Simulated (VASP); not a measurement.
Here is a VASP 6.6.1 calculation.

File POSCAR:

```
MgO
1.0
    4.2042173703      0.0000000000      0.0000000000
    0.0000000000     -4.2042173703      0.0000000000
    0.0000000000      0.0000000000     -4.2042173703
Mg O
4 4
Direct
   -0.0126142404     -0.0126142404      0.0000000000
    0.5000000000      0.5000000000      0.0000000000
    0.5000000000      0.0000000000      0.5000000000
    0.0000000000      0.5000000000      0.5000000000
    0.5000000000      0.0000000000      0.0000000000
    0.0000000000      0.5000000000      0.0000000000
    0.0000000000      0.0000000000      0.5000000000
    0.5000000000      0.5000000000      0.5000000000
```

INCAR.step1

```
PREC = Accurate
ENCUT = 520
ISMEAR = 0
SIGMA = 0.05
LREAL = F
LASPH = T
NELM = 100
NBANDS = 26
GGA = PE
ALGO = Normal
EDIFF = 1E-4
LWAVE = T
LCHARG = F
```

Contents of INCAR.step2:

```
PREC = Accurate
ENCUT = 520
EDIFF = 1E-7
ISMEAR = 0
SIGMA = 0.05
LREAL = F
LASPH = T
NELM = 100
ALGO = Normal
ISIF = 2
LWAVE = F
LCHARG = T
METAGGA = R2SCAN
LMIXTAU = T
LELF = T
LVHAR = T
NBANDS = 26
ISTART = 1
```

The input KPOINTS:

```
regular mesh
0
Gamma
  6 6 6
```

Potentials or basis: VASP PAW PBE potentials, release 64 (Mg, O).

Launch:

```sh
$ cat potpaw_PBE.64/Mg/POTCAR potpaw_PBE.64/O/POTCAR > POTCAR
$ cp INCAR.step1 INCAR
$ mpirun -np 1 vasp_std > vasp.out
$ cp INCAR.step2 INCAR
$ mpirun -np 1 vasp_std > vasp.out
```

**Question.** What does it give for the largest force?

**Answer.** 0.777 eV/Å.

**Question.** Predict the band gap on the k mesh.

**Answer.** 5.66 eV.

**Question.** What does it give for the pressure?

**Answer.** -1.0 GPa.

Stress tensor (GPa, compression positive):
```
-0.89  0.00  0.00
 0.00 -0.89  0.00
 0.00  0.00 -1.16
```

Caveat: the cell differs from its parent crystal (atom 1 (Mg) moved +0.075 Å towards its neighbour atom 2 (Mg) at 2.973 Å); the PAW data sets were made with another functional, which shifts forces and pressure a little.
